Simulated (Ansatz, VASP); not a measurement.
Ta in VASP and in Ansatz

```
Ta
1.0
    -1.62775    1.62775    1.62775
     1.62775   -1.62775    1.62775
     1.62775    1.62775   -1.62775
Ta
1
Direct
  0.00000 0.00000 0.00000
```

Alike in both runs: task single point; functional LDA; k mesh 14 × 14 × 14; occupations fermi-dirac, width 0.05 eV; non-collinear spin, spin-orbit coupling.

|  | VASP | Ansatz |
| --- | --- | --- |
| version | VASP 6.6.1 | Ansatz 0.2.0 |
| potentials or method | VASP PAW LDA potentials, release 64 (Ta_pv) | PAW with Ansatz's default frozen-core files, fully relativistic files with spin-orbit coupling |
| plane-wave cutoff (eV) | 520 | 420 |
| valence electrons in the cell | 11 | 13 |

|  | VASP | Ansatz | Ansatz less VASP |
| --- | --- | --- | --- |
| pressure (GPa) | 0.6 | -0.1 | -0.69 |

LDA's correlation is that of Perdew and Zunger in VASP and of Perdew and Wang (1992) in Ansatz. VASP's potentials hold 11 valence electrons a cell and Ansatz's 13, so a difference there can come from the potentials and not from the codes.
